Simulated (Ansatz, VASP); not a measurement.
# Ga2Cl: VASP beside Ansatz

The input INCAR:

```
SYSTEM = Ga2Cl
PREC = Accurate ; ENCUT = 520
EDIFF = 1E-6 ; ISMEAR = 0
SIGMA = 0.1 ; LREAL = .False.
LASPH = .True. ; NELM = 100
ALGO = Normal ; ISIF = 2
LWAVE = .False. ; LCHARG = .False.
GGA = PE ; NBANDS = 24
```

File KPOINTS:

```
regular mesh
0
Gamma
  6 6 6
  0 0 0
```

Contents of POSCAR:

```
Ga2Cl
1.0
    0.0000000000      3.1030917648      3.1030917648
    3.1030917648      0.0000000000      3.1030917648
    3.1030917648      3.1030917648      0.0000000000
Ga Cl
2 1
Direct
    0.2500000000      0.2500000000      0.2500000000
    0.7500000000      0.7500000000      0.7500000000
    0.0000000000      0.0000000000      0.0000000000
```

Input for Ansatz:

```yaml
crystal:
  lattice:
    - [0.0, 3.1030917648, 3.1030917648]
    - [3.1030917648, 0.0, 3.1030917648]
    - [3.1030917648, 3.1030917648, 0.0]
  atoms:
    - { symbol: Ga, position: [0.25, 0.25, 0.25] }
    - { symbol: Ga, position: [0.75, 0.75, 0.75] }
    - { symbol: Cl, position: [0.0, 0.0, 0.0] }
basis:
  ecutwfc: 420
kpoints:
  mp_grid: { grid: [6, 6, 6] }
hamiltonian:
  xc: pbe
scf:
  occupations: { method: gaussian, width: 0.1 }
  lower_state_search: "off"
output:
  forces: true
  stress: true
  eigenvalues: true
```

Alike in both runs: task single point; functional PBE; k mesh 6 × 6 × 6; occupations gaussian, width 0.1 eV; no spin polarisation.

|  | VASP | Ansatz |
| --- | --- | --- |
| version | VASP 6.6.1 | Ansatz 0.2.0 |
| potentials or method | VASP PAW PBE potentials, release 64 (Ga_d, Cl), cutoff 520 eV | scalar-relativistic, plane waves, PAW |
| valence electrons in the cell | 33 | 33 |

VASP gave:

```
gap on the k mesh at the Fermi level (eV) : none
pressure (GPa)                            : 17.9
```

Question: What did Ansatz give for the same quantities?

Answer: gap on the k mesh at the Fermi level (eV): none; pressure (GPa): 17.8.

A gap of «none» marks a metal or a gap that the smearing closes.
